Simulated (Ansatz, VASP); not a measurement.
# Hg in VASP and in Ansatz

The input INCAR:

```
PREC = Accurate ; ENCUT = 410
EDIFF = 1E-8 ; ISMEAR = -1
SIGMA = 0.03 ; LREAL = False
LASPH = True ; NELM = 120
ALGO = Normal ; ISIF = 2
LWAVE = False ; LCHARG = False
LEFG = True ; NBANDS = 16
GGA_COMPAT = False
```

The input KPOINTS:

```
Automatic mesh
0
Gamma
  12 12 12
```

File POSCAR:

```
Hg
1.0
    1.6946844141      0.9784265027      2.1883953669
   -1.6946844141      0.9784265027      2.1883953669
    0.0000000000     -1.9568530053      2.1883953669
Hg
1
Direct
    0.0000000000      0.0000000000      0.0000000000
```

Input for Ansatz:

```yaml
crystal:
  lattice:
    - [1.6946844141, 0.9784265027, 2.1883953669]
    - [-1.6946844141, 0.9784265027, 2.1883953669]
    - [0.0, -1.9568530053, 2.1883953669]
  atoms:
    - { symbol: Hg, position: [0.0, 0.0, 0.0] }
kpoints:
  mp_grid: { grid: [12, 12, 12] }
scf:
  occupations: { method: fermi_dirac, width: 0.03 }
hamiltonian:
  xc: lda
  pseudopotentials: { kind: paw }
output:
  forces: true
  stress: true
  eigenvalues: true
  efg: { contact_densities: true }
  write_density: true
  write_potential: true
  elf: true
  volumetric_format: npy
```

Change from the starting cell: volume scaled by 0.94, PAW files.

Alike in both runs: task electric field gradients; functional LDA; k mesh 12 × 12 × 12; occupations fermi-dirac, width 0.03 eV; no spin polarisation.

|  | VASP | Ansatz |
| --- | --- | --- |
| version | VASP 6.6.1 | Ansatz 0.2.0 |
| potentials or method | VASP PAW LDA potentials, release 64 (Hg_sv_GW) | PAW with Ansatz's default frozen-core files, scalar-relativistic |
| plane-wave cutoff (eV) | 410 | 420 |
| valence electrons in the cell | 20 | 20 |

VASP gave:

```
size of Vzz on the site where it differs most (V/Å²) : 155.2
```

What did Ansatz give for the same quantities?

Size of Vzz on the site where it differs most (V/Å²): 137.0.

LDA's correlation is that of Perdew and Zunger in VASP and of Perdew and Wang (1992) in Ansatz.

Neither program's run includes spin-orbit coupling.
